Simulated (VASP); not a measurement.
# In: single point with PBE

In:

```
In
1.0
    -1.58358    1.58358    2.74728
     1.58358   -1.58358    2.74728
     1.58358    1.58358   -2.74728
In
1
Direct
  0.00000 0.00000 0.00000
```

```json
{"Program": "VASP 6.6.1", "Task": "single point", "Functional": "PBE", "Potentials or basis": "VASP PAW PBE potentials, release 64 (In_d)", "Cutoff": "520 eV", "k mesh": "8 × 8 × 8", "Occupations": "fermi-dirac, width 0.1 eV", "Spin": "no spin polarisation", "Dipole correction": "no", "Further INCAR settings": "ALGO = Normal; EDIFF = 1e-06; NBANDS = 12"}
```

```
Pressure : -0.1 GPa
```

Stress tensor (GPa, compression positive):
```
 0.05  0.00  0.00
 0.00  0.05  0.00
 0.00  0.00 -0.40
```

Levels at points of the mesh, in eV from the Fermi level:
```csv
k point,band 2,band 3,band 4,band 5,band 6,band 7,band 8,band 9,band 10,band 11
"(0.00, 0.00, 0.00)",-14.53,-14.43,-14.43,-14.27,-9.13,9.75,10.25,10.25,11.92,12.65
"(0.50, 0.00, 0.00)",-14.59,-14.43,-14.28,-14.21,-4.12,-3.04,5.70,9.26,10.26,12.01
"(0.50, 0.50, 0.00)",-14.66,-14.32,-14.27,-14.08,-1.26,-0.90,2.74,4.03,6.39,7.04
"(0.50, 0.50, 0.50)",-14.64,-14.24,-14.24,-14.22,-4.26,-2.99,5.94,5.94,9.18,9.45
```

Wall time 17 s on 1 thread of Intel Xeon 6975P-C, with other jobs on the host, peak memory 0.16 GiB.

Caveat: spin-orbit coupling is left out, which moves the levels of the heavy elements.
